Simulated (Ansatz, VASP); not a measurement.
## Co3C2: VASP beside Ansatz

The input INCAR:

```
PREC = Accurate
ENCUT = 600
EDIFF = 1E-6
ISMEAR = 0
SIGMA = 0.1
LREAL = F
LASPH = T
NELM = 100
ALGO = Normal
ISIF = 3
LWAVE = F
LCHARG = F
GGA = PE
IBRION = 2
NSW = 100
EDIFFG = -0.01
```

The input KPOINTS:

```
Automatic mesh
0
Gamma
  12 12 8
```

The input POSCAR:

```
Co3C2
1.0
    3.1359469235      0.0000000000      0.0000000000
   -1.5679734617      2.7158097006      0.0000000000
    0.0000000000      0.0000000000      5.0402657076
Co C
3 2
Direct
    0.0000000000      0.0000000000      0.0000000000
    0.3333333333      0.6666666667      0.6613743791
    0.6666666667      0.3333333333      0.3386256209
    0.3333333333      0.6666666667      0.2424351384
    0.6666666667      0.3333333333      0.7575648616
```

Input for Ansatz:

```yaml
crystal:
  lattice:
    - [3.1359469235, 0.0, 0.0]
    - [-1.5679734617, 2.7158097006, 0.0]
    - [0.0, 0.0, 5.0402657076]
  atoms:
    - { symbol: Co, position: [0.0, 0.0, 0.0] }
    - { symbol: Co, position: [0.3333333333, 0.6666666667, 0.6613743791] }
    - { symbol: Co, position: [0.6666666667, 0.3333333333, 0.3386256209] }
    - { symbol: C, position: [0.3333333333, 0.6666666667, 0.2424351384] }
    - { symbol: C, position: [0.6666666667, 0.3333333333, 0.7575648616] }
basis:
  ecutwfc: 420
kpoints:
  mp_grid: { grid: [12, 12, 8] }
hamiltonian:
  xc: pbe
scf:
  occupations: { method: gaussian, width: 0.1 }
output:
  forces: true
  stress: true
  eigenvalues: true
relax:
  adjacent_minimum: "off"
  f_tol: 0.01
  max_steps: 80
  cell: { stress_tol: 0.05 }
```

Alike in both runs: task relaxation of cell and atoms; functional PBE; k mesh 12 × 12 × 8; occupations gaussian, width 0.1 eV; no spin polarisation.

```csv
,VASP,Ansatz
version,VASP 6.6.1,Ansatz 0.2.0
potentials or method,"VASP PAW PBE potentials, release 64 (Co, C), cutoff 600 eV","scalar-relativistic, plane waves, PAW"
valence electrons in the cell,35,59
```

Ansatz gave:

```
gap on the k mesh at the Fermi level, each at its own relaxed structure (eV) : none
relaxed volume (Å³/atom)                                                     : 8.57
relaxed cell length with the largest relative difference (Å)                 : 5.023
```

**Question.** Estimate VASP's values.

**Answer.** gap on the k mesh at the Fermi level, each at its own relaxed structure (eV): none; relaxed volume (Å³/atom): 8.56; relaxed cell length with the largest relative difference (Å): 5.016.

A gap of «none» marks a metal or a gap that the smearing closes. VASP's potentials hold 35 valence electrons a cell and Ansatz's 59, so a difference there can come from the potentials and not from the codes.
